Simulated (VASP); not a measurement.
# Zn23InS24 (a cell with a defect) (Wurtzite-6H) in VASP: notebook

The runs below take Zn23InS24 (a cell with a defect) (Wurtzite-6H) through single point, with PBE.

All numbers are computed with VASP 6.6.1; they aren't measurements. Logs are shortened: lines on timing, memory, paths and dates and some standing lists are left out, and cuts for length are marked.

**1. The cell of the first run**

The cell holds a defect, 48 atoms: a = 7.624 Å, b = 7.624 Å, c = 18.690 Å, α = 90.00°, β = 90.00°, γ = 120.00°.

**2. Single point, PBE**

File INCAR:

```
SYSTEM = Zn23InS24
ALGO     = Normal         ! electronic algorithm
EDIFF    = 1E-7           ! SCF threshold, eV
ENCUT    = 520            ! plane-wave cutoff, eV
GGA      = PE             ! functional
ISIF     = 2              ! what is computed and relaxed
ISMEAR   = -1             ! smearing method
LASPH    = .TRUE.         ! aspherical terms in the spheres
LCHARG   = .TRUE.         ! write CHGCAR
LELF     = .TRUE.         ! ELF
LREAL    = Auto         
LVHAR    = .TRUE.       
LWAVE    = .FALSE.        ! write WAVECAR
NBANDS   = 246            ! bands
NELECT   = 432.0        
NELM     = 100            ! most SCF steps
PREC     = Accurate       ! precision mode
SIGMA    = 0.01           ! smearing width, eV
```

File KPOINTS:

```
k-points
0
G
  3 3 1
  0 0 0
```

File POSCAR:

```
Zn23InS24
1.0
    7.6240000000      0.0000000000      0.0000000000
   -3.8120000000      6.6025776784      0.0000000000
    0.0000000000      0.0000000000     18.6899900000
Zn In S
23 1 24
Direct
    0.0000000000      0.0000000000      0.0000000000
    0.0000000000      0.5000000000      0.0000000000
    0.5000000000      0.0000000000      0.0000000000
    0.5000000000      0.5000000000      0.0000000000
    0.0000000000      0.0000000000      0.5000000000
    0.0000000000      0.5000000000      0.5000000000
    0.5000000000      0.0000000000      0.5000000000
    0.5000000000      0.5000000000      0.5000000000
    0.1666666666      0.8333333334      0.1666700000
    0.6666666666      0.3333333334      0.1666700000
    0.6666666666      0.8333333334      0.1666700000
    0.3333333334      0.1666666666      0.6666700000
    0.3333333334      0.6666666666      0.6666700000
    0.8333333334      0.1666666666      0.6666700000
    0.8333333334      0.6666666666      0.6666700000
    0.3333333334      0.1666666666      0.3333300000
    0.3333333334      0.6666666666      0.3333300000
    0.8333333334      0.1666666666      0.3333300000
    0.8333333334      0.6666666666      0.3333300000
    0.1666666666      0.3333333334      0.8333300000
    0.1666666666      0.8333333334      0.8333300000
    0.6666666666      0.3333333334      0.8333300000
    0.6666666666      0.8333333334      0.8333300000
    0.1666666666      0.3333333334      0.1666700000
    0.0000000000      0.0000000000      0.1250000000
    0.0000000000      0.5000000000      0.1250000000
    0.5000000000      0.0000000000      0.1250000000
    0.5000000000      0.5000000000      0.1250000000
    0.0000000000      0.0000000000      0.6250000000
    0.0000000000      0.5000000000      0.6250000000
    0.5000000000      0.0000000000      0.6250000000
    0.5000000000      0.5000000000      0.6250000000
    0.1666666666      0.3333333334      0.2916700000
    0.1666666666      0.8333333334      0.2916700000
    0.6666666666      0.3333333334      0.2916700000
    0.6666666666      0.8333333334      0.2916700000
    0.3333333334      0.1666666666      0.7916700000
    0.3333333334      0.6666666666      0.7916700000
    0.8333333334      0.1666666666      0.7916700000
    0.8333333334      0.6666666666      0.7916700000
    0.3333333334      0.1666666666      0.4583300000
    0.3333333334      0.6666666666      0.4583300000
    0.8333333334      0.1666666666      0.4583300000
    0.8333333334      0.6666666666      0.4583300000
    0.1666666666      0.3333333334      0.9583300000
    0.1666666666      0.8333333334      0.9583300000
    0.6666666666      0.3333333334      0.9583300000
    0.6666666666      0.8333333334      0.9583300000
```

Potentials or basis: VASP PAW PBE potentials, release 64 (Zn, In_d, S).

The run is started by

```console
$ cat potpaw_PBE.64/Zn/POTCAR potpaw_PBE.64/In_d/POTCAR potpaw_PBE.64/S/POTCAR > POTCAR
$ mpirun -np 1 vasp_std > vasp.out
```

OUTCAR:

```text
SYSTEM = Zn23InS24
   EDIFF = 1E-7
   ENCUT = 520
   GGA = PE
   ISIF = 2
   ISMEAR = -1
   LASPH = .TRUE.
   LREAL = Auto
   NELECT = 432.0
   NELM = 100
   PREC = Accurate

 ion  position               nearest neighbor table
   1  0.000  0.000  0.000-  46 2.33  45 2.33  48 2.33  25 2.34
   2  0.000  0.500  0.000-  45 2.33  46 2.33  47 2.33  26 2.34
   3  0.500  0.000  0.000-  48 2.33  47 2.33  46 2.33  27 2.34
   4  0.500  0.500  0.000-  47 2.33  48 2.33  45 2.33  28 2.34
   5  0.000  0.000  0.500-  43 2.33  44 2.33  41 2.33  29 2.34
   6  0.000  0.500  0.500-  44 2.33  43 2.33  42 2.33  30 2.34
[... 40 lines left out ...]
  47  0.667  0.333  0.958-   4 2.33   3 2.33   2 2.33  22 2.34
  48  0.667  0.833  0.958-   3 2.33   4 2.33   1 2.33  23 2.34

  LATTYP: Found a hexagonal cell.
 ALAT       =     7.6240000000
 C/A-ratio  =     2.4514677335

  Lattice vectors:

 A1 = (   7.6240000000,   0.0000000000,   0.0000000000)
 A2 = (  -3.8120000000,   6.6025776784,   0.0000000000)
 A3 = (   0.0000000000,   0.0000000000,  18.6899900000)

Analysis of symmetry for initial positions (statically):
=====================================================================
 Subroutine PRICEL returns:
 Original cell was already a primitive cell.

 Routine SETGRP: Setting up the symmetry group for a
 hexagonal supercell.

 Subroutine GETGRP returns: Found  6 space group operations
 (whereof  2 operations were pure point group operations)
 out of a pool of 24 trial point group operations.

The static configuration has the point symmetry C_1h.
 The point group associated with its full space group is C_3v.

Analysis of symmetry for dynamics (positions and initial velocities):
=====================================================================
 Subroutine PRICEL returns:
 Original cell was already a primitive cell.

 Routine SETGRP: Setting up the symmetry group for a
 hexagonal supercell.

 Subroutine GETGRP returns: Found  6 space group operations
 (whereof  2 operations were pure point group operations)
 out of a pool of 24 trial point group operations.

The dynamic configuration has the point symmetry C_1h.
 The point group associated with its full space group is C_3v.

 Subroutine INISYM returns: Found  6 space group operations
 (whereof  2 operations are pure point group operations),
 and found     1 'primitive' translations

----------------------------------------------------------------------------------------
[... 168 lines left out ...]
   NFREE  =      0    steps in history (QN), initial steepest desc. (CG)
   ISIF   =      2    stress and relaxation
   ISYM   =      2    0-nonsym 1-usesym 2-fastsym
   POTIM  = 0.5000    time-step for ionic-motion
   TEBEG  =    0.0;   TEEND  =   0.0 temperature during run
   PSTRESS=    0.0 pullay stress
   NELECT =     432.0000    total number of electrons
   NUPDOWN=      -1.0000    fix difference up-down
   EMIN   =  10.00;   EMAX   =-10.00  energy-range for DOS
   EFERMI =   0.00;   METHOD = LEGACY
   ISMEAR =    -1;   SIGMA  =   0.01  broadening in eV -4-tet -1-fermi 0-gaus
   EFERMI_NEDOS =   21; number of points for ismear=-14 and -15
   IALGO  =     38    algorithm
   IMIX   =      4    mixing-type and parameters
     AMIX     =   0.40;   BMIX     =  1.00
     AMIX_MAG =   1.60;   BMIX_MAG =  1.00
  volume/ion in A,a.u.               =      19.60       132.27
  Fermi-wavevector in a.u.,A,eV,Ry     =   1.262993  2.386711 21.703349  1.595151
  Thomas-Fermi vector in A             =   2.396373
   LORBIT       =      0    0 simple, 1 ext, 2 COOP (PROOUT), +10 PAW based schemes
   GGA     = PE    functional components
   LHFCALC =     F    Hartree Fock is set to
   AEXX    =    0.0000 exact exchange contribution
   IVDW    =     0    specifies the selected vdW correction
   LEPSILON=     F    determine dielectric tensor
   LRPA    =     F    only Hartree local field effects (RPA)
 non-spin polarized calculation
  energy-cutoff  :      520.00
  volume of cell :      940.82
 maximum number of plane-waves:     25428
 NGX is ok and might be reduce to    60
   NGX = 29   NGY = 29   NGZ = 69

 number of electron     432.0000292 magnetization

 Free energy of the ion-electron system (eV)
  ---------------------------------------------------
  ext. energy  EPLUGINS =         0.00000000
  ---------------------------------------------------
  free energy    TOTEN  =      -167.63150621 eV

  energy without entropy =     -167.63150621  energy(sigma->0) =     -167.63150621

 E-fermi :   2.9476     XC(G=0):  -9.6678

 val. band max:        2.6662425618   @ k =   0.0000   0.0000   0.0000
 cond. band min:       4.2221394759   @ k =   0.0000   0.0000   0.0000
 fundamental gap:      1.5558969141
 Fermi energy:         2.9475588819

 k-point     1 :       0.0000    0.0000    0.0000
  band No.  band energies     occupation
      1     -12.8271      2.00000
      2     -12.8271      2.00000
      3     -12.8052      2.00000
      4     -12.2920      2.00000
      5     -12.2920      2.00000
      6     -11.6129      2.00000
[... 682 lines left out ...]
    227       6.9280      0.00000
    228       6.9851      0.00000
 [bands above 228 left out]

------------------------ aborting loop because EDIFF is reached ----------------------------------------

  FORCE on cell =-STRESS in cart. coord.  units (eV):
  Direction    XX          YY          ZZ          XY          YZ          ZX
  --------------------------------------------------------------------------------------
  -------------------------------------------------------------------------------------
  Total       12.1256376     12.1256376     11.5201183      0.0000000     -0.0000000      0.0000000
  in kB       20.6495071     20.6495071     19.6183304      0.0000000     -0.0000000      0.0000000
  external PRESSURE =      20.3057816 kB  Pullay stress =       0.0000000 kB

 VOLUME and BASIS-vectors are now :
 -----------------------------------------------------------------------------
  energy-cutoff  :      520.00
  volume of cell :      940.82
      direct lattice vectors                 reciprocal lattice vectors
     7.624000000  0.000000000  0.000000000     0.131164743  0.075728000  0.000000000
    -3.812000000  6.602577678  0.000000000     0.000000000  0.151455999  0.000000000
     0.000000000  0.000000000 18.689990000     0.000000000  0.000000000  0.053504577

 POSITION                                       TOTAL-FORCE (eV/Angst)
 -----------------------------------------------------------------------------------
      0.00000      0.00000      0.00000        -0.000000     -0.016964     -0.573413
     -1.90600      3.30129      0.00000        -0.014692      0.008482     -0.573413
      3.81200      0.00000      0.00000        -0.000000      0.000000     -0.246724
      1.90600      3.30129      0.00000         0.014692      0.008482     -0.573413
      0.00000      0.00000      9.34500        -0.000000     -0.030864      0.140824
     -1.90600      3.30129      9.34500        -0.026729      0.015432      0.140824
[... 40 lines left out ...]
      3.81200      2.20086     17.91118        -0.000000      0.036147      0.312275
      1.90600      5.50215     17.91118         0.031305     -0.018074      0.312275
 -----------------------------------------------------------------------------------
    total drift:                               -0.000004     -0.000004     -0.013733

  FREE ENERGIE OF THE ION-ELECTRON SYSTEM (eV)
  ---------------------------------------------------
  free  energy   TOTEN  =      -167.6315062088 eV

  energy  without entropy=     -167.6315062088  energy(sigma->0) =     -167.63150621
```

Run time: 32 min. Hardware: 1 thread of Intel Xeon Platinum 8259CL at 2.50GHz (Skylake/Cascade Lake), shared host; peak memory 1.2 GiB.

Results:

```yaml
Free_energy: -167.6315 eV
Largest_force: 1.688 eV/Å
```

Forces in eV/Å, atoms in the order of the input:
```
Zn   0.000 -0.017 -0.573
Zn  -0.015  0.008 -0.573
Zn   0.000  0.000 -0.247
Zn   0.015  0.008 -0.573
Zn   0.000 -0.031  0.141
Zn  -0.027  0.015  0.141
Zn   0.000  0.000  0.129
Zn   0.027  0.015  0.141
Zn   0.274  0.158  0.381
Zn   0.000 -0.317  0.381
Zn  -0.274  0.158  0.381
Zn  -0.010  0.006 -0.048
Zn   0.000 -0.011 -0.048
Zn   0.010  0.006 -0.048
Zn   0.000  0.000 -0.043
Zn   0.275 -0.159  0.405
Zn   0.000  0.318  0.405
Zn  -0.275 -0.159  0.405
Zn   0.000  0.000  0.314
Zn   0.000  0.000 -0.307
Zn  -0.013 -0.007 -0.263
Zn   0.000  0.015 -0.263
Zn   0.013 -0.007 -0.263
In   0.000  0.000  0.185
S    0.000 -1.617 -0.483
S   -1.400  0.809 -0.483
S    0.000  0.000  0.047
S    1.400  0.809 -0.483
S    0.000  0.004 -0.023
S    0.004 -0.002 -0.023
S    0.000  0.000 -0.043
S   -0.004 -0.002 -0.023
S    0.000  0.000  1.413
S   -0.041 -0.024 -0.273
S    0.000  0.047 -0.273
S    0.041 -0.024 -0.273
S    0.000  0.000  0.153
S    0.000  0.000  0.153
S    0.000  0.000  0.153
S    0.000  0.000  0.128
S   -0.045  0.026 -0.298
S    0.000 -0.052 -0.298
S    0.045  0.026 -0.298
S    0.000  0.000 -0.223
S    0.000  0.000  0.354
S   -0.031 -0.018  0.312
S    0.000  0.036  0.312
S    0.031 -0.018  0.312
```

Levels at points of the mesh, in eV from the Fermi level:
```csv
k point,band 214,band 215,band 216,band 217,band 218,band 219
"(0.00, 0.00, 0.00)",-0.56,-0.28,-0.28,1.27,1.98,2.37
```

Caveat: the cell carries a net charge on a neutralising background, which shifts energy and pressure; the cell is charged against a uniform background, so pressure and absolute levels hang on convention; spin-orbit coupling is left out, which moves the levels of the heavy elements.

(Part 1 of 2 ends here.)
